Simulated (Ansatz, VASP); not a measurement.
**One calculation of Be, two programs**

```xyz
4
Lattice="3.6962 0.0000 0.0000 0.0000 3.6962 0.0000 0.0000 0.0000 2.2504" Properties=species:S:1:pos:R:3 pbc="T T T"
Be    1.0993    1.0993    0.0000
Be    2.5969    2.5969    0.0000
Be    0.7488    2.9474    1.1252
Be    2.9474    0.7488    1.1252
```

Change from the starting cell: volume scaled by 0.96, crystal datasets.

Alike in both runs: task electric field gradients; functional PBE; k mesh 9 × 9 × 14; occupations fermi-dirac, width 0.05 eV; no spin polarisation.

|  | VASP | Ansatz |
| --- | --- | --- |
| version | VASP 6.6.1 | Ansatz 0.2.0 |
| potentials or method | VASP PAW PBE potentials, release 64 (Be), cutoff 520 eV | all-electron PAW with datasets made for the crystal, scalar-relativistic |

VASP gave:

| Quantity | Value |
| --- | --- |
| pressure (GPa) | 5.4 |
| traceless stress, the component that is largest in VASP (GPa) | -0.55 |
| rms of the force components (eV/Å) | 0.012 |
| size of Vzz on the site where it differs most (V/Å²) | 1.8 |

**Question.** Which values does Ansatz return?

**Answer.** Pressure (GPa): 5.2; traceless stress, the component that is largest in VASP (GPa): -0.55; rms of the force components (eV/Å): 0.010; size of Vzz on the site where it differs most (V/Å²): 1.5.

Atom by atom the forces differ by 0.001 eV/Å (rms over components). Ansatz ran all-electron here, and VASP with PAW potentials.
